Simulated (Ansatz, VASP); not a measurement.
# InP: VASP beside Ansatz

```
In P
1.0
     0.00000    2.85500    2.82645
     2.85500    0.00000    2.82645
     2.85500    2.85500    0.00000
In P
1 1
Direct
  0.00000 0.00000 0.00000
  0.50000 0.50000 0.50000
```

Change from the starting cell: zz strain of -1 %, crystal datasets.

Alike in both runs: task electric field gradients; functional LDA; k mesh 11 × 11 × 11; occupations fermi-dirac, width 0.05 eV; no spin polarisation.

|  | VASP | Ansatz |
| --- | --- | --- |
| version | VASP 6.6.1 | Ansatz 0.2.0 |
| potentials or method | VASP PAW LDA potentials, release 64 (In_d, P), cutoff 520 eV | all-electron PAW with datasets made for the crystal, scalar-relativistic |

|  | VASP | Ansatz | Ansatz less VASP |
| --- | --- | --- | --- |
| pressure (GPa) | -9.3 | -9.2 | +0.01 |
| traceless stress, the component that is largest in VASP (GPa) | 0.50 | 0.50 | -0.003 |
| size of Vzz on the site where it differs most (V/Å²) | 9.6 | 9.0 | -0.52 |

LDA's correlation is that of Perdew and Zunger in VASP and of Perdew and Wang (1992) in Ansatz. Ansatz ran all-electron here, and VASP with PAW potentials.
